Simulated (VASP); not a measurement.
# C (I4_1/amd) in VASP: notebook

The runs below take C through single point, with r2SCAN.

Everything below comes from runs of VASP 6.6.1. Logs are shortened: lines on timing, memory, paths and dates and some standing lists are left out, and cuts for length are marked.

### Step 1. The cell of the first run

Symmetry: I4_1/amd, No. 141, tetragonal system. The conventional cell has a = 2.826 Å, b = 2.826 Å, c = 2.826 Å, α = 90.00°, β = 90.00°, γ = 90.00°. Within 2.1 Å of C (site symmetry -4m2) lie 4 C at 1.58 Å.

### Step 2. Single point, r2SCAN

Contents of POSCAR:

```
C
1.0
    0.0000000000      1.9982420983      1.4127571635
    1.9982420983      0.0000000000      1.4127571635
    1.9982420983      1.9982420983      0.0000000000
C
2
Direct
    0.5000000000      0.5000000000      0.5000000000
    0.7500000000      0.7500000000      0.7500000000
```

Contents of INCAR.step1:

```
ALGO = Normal ; EDIFF = 1E-4
ENCUT = 520 ; GGA = PE
ISMEAR = 0 ; LASPH = T
LCHARG = F ; LREAL = F
LWAVE = T ; NBANDS = 11
NELM = 60 ; PREC = Accurate
SIGMA = 0.05
```

Contents of INCAR.step2:

```
ALGO = Normal ; EDIFF = 1E-7
ENCUT = 520 ; ISIF = 2
ISMEAR = 0 ; ISTART = 1
LASPH = T ; LCHARG = T
LELF = T ; LMIXTAU = T
LREAL = F ; LVHAR = T
LWAVE = F ; METAGGA = R2SCAN
NBANDS = 11 ; NELM = 60
PREC = Accurate ; SIGMA = 0.05
```

Contents of KPOINTS:

```
k-points
0
Gamma
  12 12 12
```

Potentials or basis: VASP PAW PBE potentials, release 64 (C).

On the command line:

```
> cat potpaw_PBE.64/C/POTCAR > POTCAR
> cp INCAR.step1 INCAR
> mpirun -np 1 vasp_std > vasp.out
> cp INCAR.step2 INCAR
> mpirun -np 1 vasp_std > vasp.out
```

OUTCAR:

```text
EDIFF = 1E-7
   ENCUT = 520
   ISIF = 2
   ISMEAR = 0
   ISTART = 1
   LASPH = T
   LREAL = F
   METAGGA = R2SCAN
   NELM = 60
   PREC = Accurate

 ion  position               nearest neighbor table
   1  0.500  0.500  0.500-   2 1.58   2 1.58   2 1.58   2 1.58
   2  0.750  0.750  0.750-   1 1.58   1 1.58   1 1.58   1 1.58

  LATTYP: Found a body centered tetragonal cell.
 ALAT       =     2.8259410763
 C/A-ratio  =     0.9998489886

  Lattice vectors:

 A1 = (   0.0000000000,  -1.9982420983,  -1.4127571635)
 A2 = (   0.0000000000,   1.9982420983,  -1.4127571635)
 A3 = (   1.9982420983,   0.0000000000,   1.4127571635)

Analysis of symmetry for initial positions (statically):
=====================================================================
 Subroutine PRICEL returns:
 Original cell was already a primitive cell.

 Routine SETGRP: Setting up the symmetry group for a
 body centered tetragonal supercell.

 Subroutine GETGRP returns: Found 16 space group operations
 (whereof  8 operations were pure point group operations)
 out of a pool of 16 trial point group operations.

The static configuration has the point symmetry D_2d.
 The point group associated with its full space group is D_4h.

Analysis of symmetry for dynamics (positions and initial velocities):
=====================================================================
 Subroutine PRICEL returns:
 Original cell was already a primitive cell.

 Routine SETGRP: Setting up the symmetry group for a
 body centered tetragonal supercell.

 Subroutine GETGRP returns: Found 16 space group operations
 (whereof  8 operations were pure point group operations)
 out of a pool of 16 trial point group operations.

The dynamic configuration has the point symmetry D_2d.
 The point group associated with its full space group is D_4h.

 Subroutine INISYM returns: Found 16 space group operations
 (whereof  8 operations are pure point group operations),
 and found     1 'primitive' translations

----------------------------------------------------------------------------------------

                                     Primitive cell

  volume of cell :      11.2822

  direct lattice vectors                    reciprocal lattice vectors
     0.000000000  1.998242098  1.412757164    -0.250219931  0.250219931  0.353917866
     1.998242098  0.000000000  1.412757164     0.250219931 -0.250219931  0.353917866
     1.998242098  1.998242098  0.000000000     0.250219931  0.250219931 -0.353917866

  length of vectors
     2.447213576  2.447213576  2.825941076     0.500477655  0.500477655  0.500477655

  position of ions in fractional coordinates (direct lattice)
     0.500000000  0.500000000  0.500000000
     0.750000000  0.750000000  0.750000000

  ion indices of the primitive-cell ions
   primitive index   ion index
                 1           1
                 2           2

----------------------------------------------------------------------------------------

 KPOINTS: k-points

Automatic generation of k-mesh.
 Grid dimensions read from file:
 generate k-points for:   12   12   12

 Generating k-lattice:

  Cartesian coordinates                     Fractional coordinates (reciprocal lattice)
    -0.020851661  0.020851661  0.029493155     0.083333333  0.000000000  0.000000000
     0.020851661 -0.020851661  0.029493155     0.000000000  0.083333333  0.000000000
     0.020851661  0.020851661 -0.029493155     0.000000000  0.000000000  0.083333333

  Length of vectors
     0.041706471  0.041706471  0.041706471

  Shift w.r.t. Gamma in fractional coordinates (k-lattice)
     0.000000000  0.000000000  0.000000000

 Subroutine IBZKPT returns following result:
 ===========================================

 Found    163 irreducible k-points:

 Following reciprocal coordinates:
            Coordinates               Weight
  0.000000  0.000000  0.000000      1.000000
  0.083333  0.000000  0.000000      8.000000
  0.166667  0.000000  0.000000      8.000000
  0.250000  0.000000  0.000000      8.000000
  0.333333 -0.000000  0.000000      8.000000
  0.416667 -0.000000  0.000000      8.000000
[... 16 lines left out ...]
  0.500000  0.166667  0.000000      8.000000
 -0.416667  0.166667  0.000000      8.000000
 [... further k-points ...]
   k-points           NKPTS =    163   k-points in BZ     NKDIM =    163   number of bands    NBANDS=     11
   number of dos      NEDOS =    301   number of ions     NIONS =      2
   total plane-waves  NPLWV =   7776
   dimension x,y,z NGX =    18 NGY =   18 NGZ =   24
   dimension x,y,z NGXF=    36 NGYF=   36 NGZF=   48
   ions per type =               2
   NGX,Y,Z   is equivalent  to a cutoff of  12.23, 12.23, 14.12 a.u.
   NGXF,Y,Z  is equivalent  to a cutoff of  24.46, 24.46, 28.24 a.u.
 SYSTEM =  unknown system
   PREC   = accura    normal or accurate (medium, high low for compatibility)
   ISTART =      1    job   : 0-new  1-cont  2-samecut
   ICHARG =      0    charge: 1-file 2-atom 10-const
   ISPIN  =      1    spin polarized calculation?
   LNONCOLLINEAR =      F non collinear calculations
   LSORBIT =      F    spin-orbit coupling
   LASPH  =      T    aspherical Exc in radial PAW
   ENCUT  =  520.0 eV  38.22 Ry    6.18 a.u.   4.55  4.55  5.25*2*pi/ulx,y,z
   NELM   =     60;   NELMIN=  2; NELMDL=  0     # of ELM steps
   EDIFF  = 0.1E-06   stopping-criterion for ELM
   LREAL  =      F    real-space projection
   EDIFFG = 0.1E-05   stopping-criterion for IOM
   NSW    =      0    number of steps for IOM
   IBRION =     -1    ionic relax: 0-MD 1-quasi-New 2-CG
   NFREE  =      0    steps in history (QN), initial steepest desc. (CG)
   ISIF   =      2    stress and relaxation
   ISYM   =      2    0-nonsym 1-usesym 2-fastsym
   POTIM  = 0.5000    time-step for ionic-motion
   TEBEG  =    0.0;   TEEND  =   0.0 temperature during run
   PSTRESS=    0.0 pullay stress
   NELECT =       8.0000    total number of electrons
   NUPDOWN=      -1.0000    fix difference up-down
   EMIN   =  10.00;   EMAX   =-10.00  energy-range for DOS
   EFERMI =   0.00;   METHOD = LEGACY
   ISMEAR =     0;   SIGMA  =   0.05  broadening in eV -4-tet -1-fermi 0-gaus
   EFERMI_NEDOS =   21; number of points for ismear=-14 and -15
   IALGO  =     38    algorithm
   IMIX   =      4    mixing-type and parameters
     AMIX     =   0.40;   BMIX     =  1.00
     AMIX_MAG =   1.60;   BMIX_MAG =  1.00
  volume/ion in A,a.u.               =       5.64        38.07
  Fermi-wavevector in a.u.,A,eV,Ry     =   1.459846  2.758708 28.996044  2.131149
  Thomas-Fermi vector in A             =   2.576365
   LORBIT       =      0    0 simple, 1 ext, 2 COOP (PROOUT), +10 PAW based schemes
   METAGGA = R2SCAN    functional components
   LHFCALC =     F    Hartree Fock is set to
   AEXX    =    0.0000 exact exchange contribution
   IVDW    =     0    specifies the selected vdW correction
   LEPSILON=     F    determine dielectric tensor
   LRPA    =     F    only Hartree local field effects (RPA)
 non-spin polarized calculation
 Gauss-broadening in eV      SIGMA  =   0.05
  energy-cutoff  :      520.00
  volume of cell :       11.28
 maximum number of plane-waves:       321
   NGX =  9   NGY =  9   NGZ = 11

 number of electron       8.0000000 magnetization

 Free energy of the ion-electron system (eV)
  ---------------------------------------------------
  ext. energy  EPLUGINS =         0.00000000
  ---------------------------------------------------
  free energy    TOTEN  =       -17.61082715 eV

  energy without entropy =      -17.61063915  energy(sigma->0) =      -17.61073315

 E-fermi :  10.6515     XC(G=0): -14.4267

 val. band max:       10.4484562778   @ k =   0.5000   0.3333   0.0000
 cond. band min:      10.6760821859   @ k =   0.1667   0.0833   0.0000
 fundamental gap:      0.2276259081
 Fermi energy:        10.6514605023

 k-point     1 :       0.0000    0.0000    0.0000
  band No.  band energies     occupation
      1     -12.7930      2.00000
      2       8.5349      2.00000
      3       8.5349      2.00000
      4      12.6354      0.00000
      5      14.1186      0.00000
      6      18.4821      0.00000
      7      18.4821      0.00000
      8      22.2388      0.00000
      9      29.2912      0.00000
     10      31.9563      0.00000
     11      34.6784      0.00000

 k-point     2 :       0.0833    0.0000    0.0000
  band No.  band energies     occupation
      1     -12.5764      2.00000
      2       7.9336      2.00000
      3       8.1660      2.00000
      4      11.9685      0.00000
      5      14.1356      0.00000
      6      18.5951      0.00000
      7      18.9484      0.00000
      8      22.5107      0.00000
      9      29.2908      0.00000
     10      32.2159      0.00000
     11      32.8508      0.00000

 k-point     3 :       0.1667    0.0000    0.0000
  band No.  band energies     occupation
      1     -11.9293      2.00000
      2       6.1344      2.00000
      3       7.2915      2.00000
      4      10.8221      0.00000
      5      14.1165      0.00000
      6      18.6108      0.00000
      7      19.7307      0.00000
      8      23.4477      0.00000
      9      30.0392      0.00000
     10      31.6305      0.00000
     11      33.5667      0.00000

 k-point     4 :       0.2500    0.0000    0.0000
  band No.  band energies     occupation
      1     -10.8614      2.00000
      2       3.5059      2.00000
      3       6.3069      2.00000
      4       9.9142      2.00000
      5      13.9948      0.00000
      6      18.2515      0.00000
      7      20.4726      0.00000
      8      24.8616      0.00000
      9      31.5955      0.00000
     10      32.0287      0.00000
     11      34.6734      0.00000

 k-point     5 :       0.3333   -0.0000    0.0000
  band No.  band energies     occupation
      1      -9.3963      2.00000
      2       0.6241      2.00000
      3       5.4774      2.00000
      4       9.2810      2.00000
      5      13.8196      0.00000
      6      17.7306      0.00000
      7      21.2423      0.00000
      8      26.1674      0.00000
      9      32.2231      0.00000
     10      34.8015      0.00000
     11      35.3207      0.00000
[... 211 lines left out ...]
 k-point    21 :       0.3333    0.1667    0.0000
  band No.  band energies     occupation
      1      -8.5782      2.00000
      2       1.4041      2.00000
      3       4.0357      2.00000
      4       8.0191      2.00000
      5      11.8032      0.00000
      6      19.6450      0.00000
      7      20.2347      0.00000
      8      23.5785      0.00000
      9      35.6930      0.00000
     10      37.5492      0.00000
     11      38.0346      0.00000

 k-point    22 :       0.4167    0.1667    0.0000
  band No.  band energies     occupation
      1      -6.8351      2.00000
      2      -1.2817      2.00000
      3       3.4748      2.00000
      4       7.4918      2.00000
      5      12.6149      0.00000
      6      19.4937      0.00000
      7      20.1367      0.00000
      8      24.3630      0.00000
      9      35.8675      0.00000
     10      37.5905      0.00000
     11      38.2209      0.00000

 k-point    23 :       0.5000    0.1667    0.0000
  band No.  band energies     occupation
      1      -5.4917      2.00000
      2      -3.0091      2.00000
      3       3.2831      2.00000
      4       7.1424      2.00000
      5      13.2453      0.00000
      6      20.0141      0.00000
      7      20.1203      0.00000
      8      24.6622      0.00000
      9      34.1198      0.00000
     10      36.2611      0.00000
     11      38.5734      0.00000

 k-point    24 :      -0.4167    0.1667    0.0000
  band No.  band energies     occupation
      1      -6.7822      2.00000
      2      -1.5075      2.00000
      3       3.4766      2.00000
      4       6.9858      2.00000
      5      13.5390      0.00000
      6      20.2769      0.00000
      7      21.2657      0.00000
      8      24.7768      0.00000
      9      32.0729      0.00000
     10      34.3250      0.00000
     11      36.3563      0.00000

 [... further k-points ...]
[... 5 lines left out ...]
  --------------------------------------------------------------------------------------
  -------------------------------------------------------------------------------------
  Total       -4.4248015     -4.4248015      9.4661845      0.0000000      0.0000000     -0.0000000
  in kB     -628.3630701   -628.3630701   1344.2864653      0.0000000      0.0000000     -0.0000000
  external PRESSURE =      29.1867750 kB  Pullay stress =       0.0000000 kB

 VOLUME and BASIS-vectors are now :
 -----------------------------------------------------------------------------
  energy-cutoff  :      520.00
  volume of cell :       11.28
      direct lattice vectors                 reciprocal lattice vectors
     0.000000000  1.998242098  1.412757164    -0.250219931  0.250219931  0.353917866
     1.998242098  0.000000000  1.412757164     0.250219931 -0.250219931  0.353917866
     1.998242098  1.998242098  0.000000000     0.250219931  0.250219931 -0.353917866

 POSITION                                       TOTAL-FORCE (eV/Angst)
 -----------------------------------------------------------------------------------
      1.99824      1.99824      1.41276         0.000000      0.000000      0.000000
      2.99736      2.99736      2.11914        -0.000000     -0.000000     -0.000000
 -----------------------------------------------------------------------------------
    total drift:                                0.000000     -0.000000      0.000000

  FREE ENERGIE OF THE ION-ELECTRON SYSTEM (eV)
  ---------------------------------------------------
  free  energy   TOTEN  =       -17.6108271525 eV

  energy  without entropy=      -17.6106391464  energy(sigma->0) =      -17.61073315
```

Run time: 46 s. Hardware: 1 thread of AMD EPYC 9R45 (Zen 5), shared host; peak memory 0.09 GiB.

Results:

```yaml
Free_energy: -17.6108 eV
Pressure: 2.9 GPa
Band_gap_on_the_k_mesh: zero (band 4 reaches 12.64 eV, above the bottom of band 5 at 8.95 eV)
```

Stress tensor (GPa, compression positive):
```
-62.84   0.00   0.00
  0.00 -62.84   0.00
  0.00   0.00 134.43
```

Caveat: the PAW data sets were made with another functional, which shifts forces and pressure a little.

### Step 3. Single point, r2SCAN

This run uses another cell than the first one, of the same volume but with other edges.

Contents of POSCAR:

```
C
1.0
    0.0000000000      1.5860058045      2.2426122076
    1.5860058045      0.0000000000      2.2426122076
    1.5860058045      1.5860058045      0.0000000000
C
2
Direct
    0.5000000000      0.5000000000      0.5000000000
    0.7500000000      0.7500000000      0.7500000000
```

Contents of INCAR.step1:

```
PREC = Accurate
ENCUT = 520
ISMEAR = 0
SIGMA = 0.05
LREAL = False
LASPH = True
NELM = 60
NBANDS = 11
GGA = PE
ALGO = Normal
EDIFF = 1E-4
LWAVE = True
LCHARG = False
```

Contents of INCAR.step2:

```
PREC = Accurate
ENCUT = 520
EDIFF = 1E-7
ISMEAR = 0
SIGMA = 0.05
LREAL = False
LASPH = True
NELM = 60
ALGO = Normal
ISIF = 2
LWAVE = False
LCHARG = False
METAGGA = R2SCAN
LMIXTAU = True
NBANDS = 11
ISTART = 1
```

Contents of KPOINTS:

```
Automatic mesh
0
Gamma
  12 12 12
```

Potentials or basis: VASP PAW PBE potentials, release 64 (C).

On the command line:

```
> cat potpaw_PBE.64/C/POTCAR > POTCAR
> cp INCAR.step1 INCAR
> mpirun -np 1 vasp_std > vasp.out
> cp INCAR.step2 INCAR
> mpirun -np 1 vasp_std > vasp.out
```

It took 49 s on 1 thread of AMD EPYC 9R45 (Zen 5), shared host; peak memory 0.09 GiB.

The run converged. Its results:

```yaml
Free_energy: -16.3048 eV
Pressure: 9.7 GPa
Band_gap_on_the_k_mesh: zero (band 4 reaches 12.61 eV, above the bottom of band 5 at 11.81 eV)
```

Stress tensor (GPa, compression positive):
```
 150.21    0.00    0.00
   0.00  150.21    0.00
   0.00    0.00 -271.38
```

Levels at points of the mesh, in eV from the Fermi level:
```tsv
k point	band 1	band 2	band 3	band 4	band 5	band 6	band 7	band 8
(0.00, 0.00, 0.00)	-25.07	-7.14	0.30	0.30	3.21	3.21	5.64	7.63
(0.50, 0.00, 0.00)	-18.61	-16.08	-8.53	-1.02	-0.47	7.87	12.81	12.91
(0.50, 0.50, 0.00)	-19.05	-19.05	-4.64	-4.64	8.84	8.84	13.10	13.10
(0.50, 0.00, 0.50)	-13.65	-13.65	-9.74	-9.74	0.68	0.68	11.21	11.21
```

Caveat: the PAW data sets were made with another functional, which shifts forces and pressure a little.
